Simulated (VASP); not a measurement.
# MgI2 in VASP: a series of runs

The runs below take MgI2 through single point, with PBE+D3(BJ).

Program: VASP 6.6.1. These are calculated values, not measurements. Logs are shortened: lines on timing, memory, paths and dates and some standing lists are left out, and cuts for length are marked.

**1. The cell of the first run**

The cell holds a slab with vacuum, 6 atoms: a = 4.131 Å, b = 4.131 Å, c = 24.227 Å, α = 90.00°, β = 90.00°, γ = 120.00°.

**2. Single point, PBE+D3(BJ)**

INCAR reads:

```
  ALGO = Normal
  DIPOL = 0.5 0.5 0.404
  EDIFF = 1E-6
  ENCUT = 520
  GGA = PE
  IDIPOL = 3
  ISIF = 2
  ISMEAR = 0
  IVDW = 12
  LASPH = True
  LCHARG = False
  LDIPOL = True
  LREAL = False
  LWAVE = False
  NBANDS = 25
  NELM = 100
  PREC = Accurate
  SIGMA = 0.05
```

KPOINTS reads:

```
k-points
0
Gamma
  9 9 1
```

POSCAR reads:

```
MgI2
1.0
    4.1311064662      0.0000000000      0.0000000000
   -2.0655532331      3.5776431455      0.0000000000
    0.0000000000      0.0000000000     24.2265088138
I Mg
4 2
Direct
    0.3333333333      0.6666666667      0.1857469450
    0.6666666667      0.3333333333      0.3245723297
    1.0000000000      1.0000000000      0.4826636185
    0.6666666667      1.3333333333      0.6214890032
    0.0000000000      0.0000000000      0.2551596374
    1.3333333333      1.6666666667      0.5520763108
```

Potentials or basis: VASP PAW PBE potentials, release 64 (I, Mg).

Started as:

```sh
$ cat potpaw_PBE.64/I/POTCAR potpaw_PBE.64/Mg/POTCAR > POTCAR
$ mpirun -np 1 vasp_std > vasp.out
```

OUTCAR:

```text
EDIFF = 1E-6
   ENCUT = 520
   GGA = PE
   ISIF = 2
   ISMEAR = 0
   IVDW = 12
   LASPH = True
   LREAL = False
   NELM = 100
   PREC = Accurate
 IVDW          = 12

 ion  position               nearest neighbor table
   1  0.333  0.667  0.186-   5 2.92   5 2.92   5 2.92
   2  0.667  0.333  0.325-   5 2.92   5 2.92   5 2.92
   3  0.000  0.000  0.483-   6 2.92   6 2.92   6 2.92
   4  0.667  0.333  0.621-   6 2.92   6 2.92   6 2.92
   5  0.000  0.000  0.255-   2 2.92   2 2.92   2 2.92   1 2.92   1 2.92   1 2.92
   6  0.333  0.667  0.552-   3 2.92   3 2.92   3 2.92   4 2.92   4 2.92   4 2.92

  LATTYP: Found a hexagonal cell.
 ALAT       =     4.1311064662
 C/A-ratio  =     5.8644116321

  Lattice vectors:

 A1 = (   4.1311064662,   0.0000000000,   0.0000000000)
 A2 = (  -2.0655532331,   3.5776431455,   0.0000000000)
 A3 = (   0.0000000000,   0.0000000000,  24.2265088138)

Analysis of symmetry for initial positions (statically):
=====================================================================
 Subroutine PRICEL returns:
 Original cell was already a primitive cell.

 Routine SETGRP: Setting up the symmetry group for a
 hexagonal supercell.

 Subroutine GETGRP returns: Found  6 space group operations
 (whereof  6 operations were pure point group operations)
 out of a pool of 24 trial point group operations.

The static configuration has the point symmetry C_3v.

Analysis of symmetry for dynamics (positions and initial velocities):
=====================================================================
 Subroutine PRICEL returns:
 Original cell was already a primitive cell.

 Routine SETGRP: Setting up the symmetry group for a
 hexagonal supercell.

 Subroutine GETGRP returns: Found  6 space group operations
 (whereof  6 operations were pure point group operations)
 out of a pool of 24 trial point group operations.

The dynamic configuration has the point symmetry C_3v.

 Subroutine INISYM returns: Found  6 space group operations
 (whereof  6 operations are pure point group operations),
 and found     1 'primitive' translations

----------------------------------------------------------------------------------------

                                     Primitive cell

  volume of cell :     358.0587

  direct lattice vectors                    reciprocal lattice vectors
     4.131106466  0.000000000  0.000000000     0.242065899  0.139756812  0.000000000
    -2.065553233  3.577643146  0.000000000     0.000000000  0.279513624  0.000000000
     0.000000000  0.000000000 24.226508814     0.000000000  0.000000000  0.041277099

  length of vectors
     4.131106466  4.131106466 24.226508814     0.279513624  0.279513624  0.041277099

  position of ions in fractional coordinates (direct lattice)
     0.333333333  0.666666667  0.185746945
     0.666666667  0.333333333  0.324572330
     0.000000000  0.000000000  0.482663618
     0.666666667  0.333333333  0.621489003
     0.000000000  0.000000000  0.255159637
     0.333333333  0.666666667  0.552076311

  ion indices of the primitive-cell ions
   primitive index   ion index
                 1           1
                 2           2
                 3           3
                 4           4
                 5           5
                 6           6

----------------------------------------------------------------------------------------

 KPOINTS: k-points

Automatic generation of k-mesh.
 Grid dimensions read from file:
 generate k-points for:    9    9    1

 Generating k-lattice:

  Cartesian coordinates                     Fractional coordinates (reciprocal lattice)
     0.026896211  0.015528535  0.000000000     0.111111111 -0.000000000  0.000000000
     0.000000000  0.031057069  0.000000000     0.000000000  0.111111111  0.000000000
     0.000000000  0.000000000  0.041277099     0.000000000  0.000000000  1.000000000

  Length of vectors
     0.031057069  0.031057069  0.041277099

  Shift w.r.t. Gamma in fractional coordinates (k-lattice)
     0.000000000  0.000000000  0.000000000

 Subroutine IBZKPT returns following result:
 ===========================================

 Found     12 irreducible k-points:

 Following reciprocal coordinates:
            Coordinates               Weight
  0.000000  0.000000  0.000000      1.000000
  0.111111 -0.000000  0.000000      6.000000
  0.222222  0.000000  0.000000      6.000000
  0.333333 -0.000000  0.000000      6.000000
  0.444444  0.000000  0.000000      6.000000
  0.111111  0.111111  0.000000      6.000000
  0.222222  0.111111  0.000000     12.000000
  0.333333  0.111111  0.000000     12.000000
  0.444444  0.111111  0.000000      6.000000
  0.222222  0.222222  0.000000      6.000000
  0.333333  0.222222  0.000000     12.000000
  0.333333  0.333333  0.000000      2.000000
   k-points           NKPTS =     12   k-points in BZ     NKDIM =     12   number of bands    NBANDS=     25
   number of dos      NEDOS =    301   number of ions     NIONS =      6
   total plane-waves  NPLWV = 184320
   dimension x,y,z NGX =    32 NGY =   32 NGZ =  180
   dimension x,y,z NGXF=    64 NGYF=   64 NGZF=  360
   ions per type =               4   2
   NGX,Y,Z   is equivalent  to a cutoff of  12.88, 12.88, 12.35 a.u.
   NGXF,Y,Z  is equivalent  to a cutoff of  25.76, 25.76, 24.70 a.u.
 SYSTEM =  unknown system
   PREC   = accura    normal or accurate (medium, high low for compatibility)
   ISTART =      0    job   : 0-new  1-cont  2-samecut
   ICHARG =      2    charge: 1-file 2-atom 10-const
   ISPIN  =      1    spin polarized calculation?
   LNONCOLLINEAR =      F non collinear calculations
   LSORBIT =      F    spin-orbit coupling
   LASPH  =      T    aspherical Exc in radial PAW
   ENCUT  =  520.0 eV  38.22 Ry    6.18 a.u.   7.68  7.68 45.05*2*pi/ulx,y,z
   NELM   =    100;   NELMIN=  2; NELMDL= -5     # of ELM steps
   EDIFF  = 0.1E-05   stopping-criterion for ELM
   LREAL  =      F    real-space projection
   EDIFFG = 0.1E-04   stopping-criterion for IOM
   NSW    =      0    number of steps for IOM
   IBRION =     -1    ionic relax: 0-MD 1-quasi-New 2-CG
   NFREE  =      0    steps in history (QN), initial steepest desc. (CG)
   ISIF   =      2    stress and relaxation
   ISYM   =      2    0-nonsym 1-usesym 2-fastsym
   POTIM  = 0.5000    time-step for ionic-motion
   TEBEG  =    0.0;   TEEND  =   0.0 temperature during run
   PSTRESS=    0.0 pullay stress
   NELECT =      32.0000    total number of electrons
   NUPDOWN=      -1.0000    fix difference up-down
   EMIN   =  10.00;   EMAX   =-10.00  energy-range for DOS
   EFERMI =   0.00;   METHOD = LEGACY
   ISMEAR =     0;   SIGMA  =   0.05  broadening in eV -4-tet -1-fermi 0-gaus
   EFERMI_NEDOS =   21; number of points for ismear=-14 and -15
   IALGO  =     38    algorithm
   IMIX   =      4    mixing-type and parameters
     AMIX     =   0.40;   BMIX     =  1.00
     AMIX_MAG =   1.60;   BMIX_MAG =  1.00
  volume/ion in A,a.u.               =      59.68       402.72
  Fermi-wavevector in a.u.,A,eV,Ry     =   0.731937  1.383159  7.289063  0.535731
  Thomas-Fermi vector in A             =   1.824276
   LORBIT       =      0    0 simple, 1 ext, 2 COOP (PROOUT), +10 PAW based schemes
   GGA     = PE    functional components
   LHFCALC =     F    Hartree Fock is set to
   AEXX    =    0.0000 exact exchange contribution
   IVDW    =    12    specifies the selected vdW correction
   LEPSILON=     F    determine dielectric tensor
   LRPA    =     F    only Hartree local field effects (RPA)
 non-spin polarized calculation
 Gauss-broadening in eV      SIGMA  =   0.05
  energy-cutoff  :      520.00
  volume of cell :      358.06
 maximum number of plane-waves:      9709
 NGX is ok and might be reduce to    32
   NGX = 15   NGY = 15   NGZ = 91

 dipolmoment           0.000000      0.000000     -0.000016 electrons x Angstroem

 number of electron      32.0000001 magnetization

 dipolmoment           0.000000      0.000000      0.000152 electrons x Angstroem

 Free energy of the ion-electron system (eV)
  ---------------------------------------------------
  ext. energy  EPLUGINS =         0.00000000
  ---------------------------------------------------
  free energy    TOTEN  =       -15.43689290 eV

  energy without entropy =      -15.43689290  energy(sigma->0) =      -15.43689290

 E-fermi :  -1.1923     XC(G=0):  -5.0941

 val. band max:       -1.4168728086   @ k =   0.0000   0.0000   0.0000
 cond. band min:       2.1887691032   @ k =   0.4444   0.0000   0.0000
 fundamental gap:      3.6056419118
 Fermi energy:        -1.1922892589

 k-point     1 :       0.0000    0.0000    0.0000
  band No.  band energies     occupation
      1     -13.3838      2.00000
      2     -13.3378      2.00000
      3     -12.8643      2.00000
      4     -12.8063      2.00000
      5      -4.6756      2.00000
      6      -4.3709      2.00000
[... 17 lines left out ...]
     24       5.3008      0.00000
     25       5.3326      0.00000

 k-point     2 :       0.1111   -0.0000    0.0000
  band No.  band energies     occupation
      1     -13.3196      2.00000
      2     -13.2750      2.00000
      3     -12.8227      2.00000
      4     -12.7674      2.00000
      5      -4.6023      2.00000
      6      -4.3277      2.00000
[... 17 lines left out ...]
     24       5.2863      0.00000
     25       5.5222      0.00000

 k-point     3 :       0.2222    0.0000    0.0000
  band No.  band energies     occupation
      1     -13.1443      2.00000
      2     -13.1043      2.00000
      3     -12.7164      2.00000
      4     -12.6693      2.00000
      5      -4.4432      2.00000
      6      -4.2903      2.00000
[... 17 lines left out ...]
     24       5.4050      0.00000
     25       5.7447      0.00000

 k-point     4 :       0.3333   -0.0000    0.0000
  band No.  band energies     occupation
      1     -12.9124      2.00000
      2     -12.8809      2.00000
      3     -12.5996      2.00000
      4     -12.5657      2.00000
      5      -4.5799      2.00000
      6      -4.5281      2.00000
[... 17 lines left out ...]
     24       5.5231      0.00000
     25       5.8260      0.00000

 k-point     5 :       0.4444    0.0000    0.0000
  band No.  band energies     occupation
      1     -12.7207      2.00000
      2     -12.7001      2.00000
      3     -12.5411      2.00000
      4     -12.5213      2.00000
      5      -4.9545      2.00000
      6      -4.9168      2.00000
[... 17 lines left out ...]
     24       5.3685      0.00000
     25       5.8546      0.00000

 k-point     6 :       0.1111    0.1111    0.0000
  band No.  band energies     occupation
      1     -13.1997      2.00000
      2     -13.1581      2.00000
      3     -12.7486      2.00000
      4     -12.6987      2.00000
      5      -4.4817      2.00000
      6      -4.2820      2.00000
[... 17 lines left out ...]
     24       5.4999      0.00000
     25       5.5146      0.00000

 k-point     7 :       0.2222    0.1111    0.0000
  band No.  band energies     occupation
      1     -12.9945      2.00000
      2     -12.9596      2.00000
      3     -12.6358      2.00000
      4     -12.5968      2.00000
      5      -4.4116      2.00000
      6      -4.3766      2.00000
[... 17 lines left out ...]
     24       5.4440      0.00000
     25       5.6760      0.00000

 k-point     8 :       0.3333    0.1111    0.0000
  band No.  band energies     occupation
      1     -12.7763      2.00000
      2     -12.7519      2.00000
      3     -12.5481      2.00000
      4     -12.5237      2.00000
      5      -4.7479      2.00000
      6      -4.7008      2.00000
[... 17 lines left out ...]
     24       5.3977      0.00000
     25       5.7338      0.00000

 k-point     9 :       0.4444    0.1111    0.0000
  band No.  band energies     occupation
      1     -12.6639      2.00000
      2     -12.6476      2.00000
      3     -12.5295      2.00000
      4     -12.5144      2.00000
      5      -4.9399      2.00000
      6      -4.9096      2.00000
[... 17 lines left out ...]
     24       5.3809      0.00000
     25       5.5736      0.00000

 k-point    10 :       0.2222    0.2222    0.0000
  band No.  band energies     occupation
      1     -12.7990      2.00000
      2     -12.7730      2.00000
      3     -12.5508      2.00000
      4     -12.5245      2.00000
      5      -4.5714      2.00000
      6      -4.5262      2.00000
[... 17 lines left out ...]
     24       5.8758      0.00000
     25       5.9403      0.00000

 k-point    11 :       0.3333    0.2222    0.0000
  band No.  band energies     occupation
      1     -12.6351      2.00000
      2     -12.6209      2.00000
      3     -12.5156      2.00000
      4     -12.5035      2.00000
      5      -4.7274      2.00000
      6      -4.6999      2.00000
[... 17 lines left out ...]
     24       5.6850      0.00000
     25       6.0256      0.00000

 k-point    12 :       0.3333    0.3333    0.0000
  band No.  band energies     occupation
      1     -12.5417      2.00000
      2     -12.5396      2.00000
      3     -12.5323      2.00000
      4     -12.5305      2.00000
      5      -4.6076      2.00000
      6      -4.6018      2.00000
[... 17 lines left out ...]
     24       6.5892      0.00000
     25       6.5948      0.00000

------------------------ aborting loop because EDIFF is reached ----------------------------------------

 vacuum level on the upper side and lower side of the slab       (xc-potential included)        -0.132        -0.135

 Edisp (eV)   -1.59875

 E8    (eV) :    -0.7347

  FORCE on cell =-STRESS in cart. coord.  units (eV):
  Direction    XX          YY          ZZ          XY          YZ          ZX
  --------------------------------------------------------------------------------------
  -------------------------------------------------------------------------------------
  Total      -0.20414    -0.20414    -0.42719     0.00000     0.00000     0.00000
  in kB      -0.91347    -0.91347    -1.91150     0.00000     0.00000     0.00000
  external pressure =       -1.25 kB  Pullay stress =        0.00 kB

 VOLUME and BASIS-vectors are now :
 -----------------------------------------------------------------------------
  energy-cutoff  :      520.00
  volume of cell :      358.06
      direct lattice vectors                 reciprocal lattice vectors
     4.131106466  0.000000000  0.000000000     0.242065899  0.139756812  0.000000000
    -2.065553233  3.577643146  0.000000000     0.000000000  0.279513624  0.000000000
     0.000000000  0.000000000 24.226508814     0.000000000  0.000000000  0.041277099

 POSITION                                       TOTAL-FORCE (eV/Angst)
 -----------------------------------------------------------------------------------
     -0.00000      2.38510      4.50000        -0.000000      0.000000      0.015896
      2.06555      1.19255      7.86325         0.000000     -0.000000      0.036331
      0.00000      0.00000     11.69325        -0.000000     -0.000000     -0.036473
      2.06555      1.19255     15.05651         0.000000     -0.000000     -0.015152
      0.00000      0.00000      6.18163         0.000000     -0.000000      0.013802
     -0.00000      2.38510     13.37488         0.000000     -0.000000     -0.014404
 -----------------------------------------------------------------------------------
    total drift:                               -0.000000     -0.000000      0.000209

  FREE ENERGIE OF THE ION-ELECTRON SYSTEM (eV)
  ---------------------------------------------------
  free  energy   TOTEN  =       -17.0356439200 eV

  energy  without entropy=      -17.0356439200  energy(sigma->0) =      -17.03564392

 vacuum level on the upper side and lower side of the slab         4.813         4.811
```

Wall time 2.5 min (1 thread of Intel Xeon Platinum 8259CL at 2.50GHz (Skylake/Cascade Lake), shared host); peak memory 0.48 GiB.

Results:

* Free energy: -17.0356 eV
* Largest force: 0.036 eV/Å
* Band gap on the k mesh: 3.61 eV, indirect (least direct gap 3.93 eV)
* Dispersion energy per atom: -0.266 eV

Forces on the atoms (eV/Å):
```
I    0.000  0.000  0.016
I    0.000  0.000  0.036
I    0.000  0.000 -0.036
I    0.000  0.000 -0.015
Mg   0.000  0.000  0.014
Mg   0.000  0.000 -0.014
```

Caveat: spin-orbit coupling is left out, which moves the levels of the heavy elements.

**3. Single point, PBE+D3(BJ)**

INCAR reads:

```
SYSTEM = MgI2
PREC = Accurate
ENCUT = 520
EDIFF = 1E-7
ISMEAR = 0
SIGMA = 0.05
LREAL = .False.
LASPH = .True.
NELM = 60
ALGO = Normal
ISIF = 2
LWAVE = .False.
LCHARG = .False.
LDIPOL = .True.
IDIPOL = 3
DIPOL = 0.5 0.5 0.404
GGA = PE
IVDW = 12
NBANDS = 25
```

KPOINTS reads:

```
Automatic mesh
0
Gamma
  9 9 1
  0 0 0
```

POSCAR is that of step 2.

Potentials or basis: VASP PAW PBE potentials, release 64 (I, Mg).

Started as:

```sh
$ cat potpaw_PBE.64/I/POTCAR potpaw_PBE.64/Mg/POTCAR > POTCAR
$ mpirun -np 1 vasp_std > vasp.out
```

Run time: 2.9 min. Hardware: 1 thread of Intel Xeon Platinum 8259CL at 2.50GHz (Skylake/Cascade Lake), shared host; peak memory 0.45 GiB.

The run converged. Its results:

| Property | Result |
| --- | --- |
| Free energy | -17.0356 eV |
| Largest force | 0.036 eV/Å |
| Band gap on the k mesh | 3.61 eV, indirect (least direct gap 3.93 eV) |
| Dispersion energy per atom | -0.266 eV |

Forces on the atoms (eV/Å):
```
I    0.000  0.000  0.016
I    0.000  0.000  0.036
I    0.000  0.000 -0.036
I    0.000  0.000 -0.015
Mg   0.000  0.000  0.014
Mg   0.000  0.000 -0.014
```

Levels at points of the mesh, in eV from the valence-band top:
```
           k point  band 14  band 15  band 16  band 17  band 18  band 19
(0.00, 0.00, 0.00)    -0.03     0.00     0.00     3.93     4.36     4.91
```

Caveat: spin-orbit coupling is left out, which moves the levels of the heavy elements.
